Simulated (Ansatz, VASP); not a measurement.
B3P2 in VASP and in Ansatz

```
CELL_PARAMETERS angstrom
0.00052 -3.15340 0.00001
3.15341 -0.00053 0.00019
-1.57643 1.57723 10.96895
ATOMIC_POSITIONS crystal
B 0.39426 0.39407 0.78842
B 0.35581 0.85573 0.71160
B 0.00007 0.00013 0.00003
B 0.60562 0.60594 0.21167
B 0.14418 0.64403 0.28829
B 0.75001 0.25005 0.50000
P 0.80282 0.80285 0.60576
P 0.94715 0.44728 0.89421
P 0.55305 0.05297 0.10584
P 0.19703 0.19696 0.39418
```

Change from the starting cell: cell x1, atoms moved at random (sigma 0.15 Å) and cell strained at random (1.5 %), then relaxed without symmetry.

Alike in both runs: functional PBE; k mesh 8 × 8 × 8; occupations gaussian, width 0.2 eV; no spin polarisation.

Ansatz relaxed the structure, and its values are those at the end. VASP's run is a single point on that final structure, the one shown.

|  | VASP | Ansatz |
| --- | --- | --- |
| version | VASP 6.6.1 | Ansatz 0.2.0 |
| potentials or method | VASP PAW PBE potentials, release 64 (B, P), cutoff 520 eV | scalar-relativistic, plane waves, PAW |
| valence electrons in the cell | 38 | 38 |

|  | VASP | Ansatz | Ansatz less VASP |
| --- | --- | --- | --- |
| gap on the k mesh at the Fermi level (eV) | none | none | - |
| pressure (GPa) | -0.3 | -0.1 | +0.21 |
| rms of the force components (eV/Å) | 0.007 | 0.004 | -0.0022 |

A gap of «none» marks a metal or a gap that the smearing closes. The functional is the same, so the differences come from potentials, cutoffs and numerics.
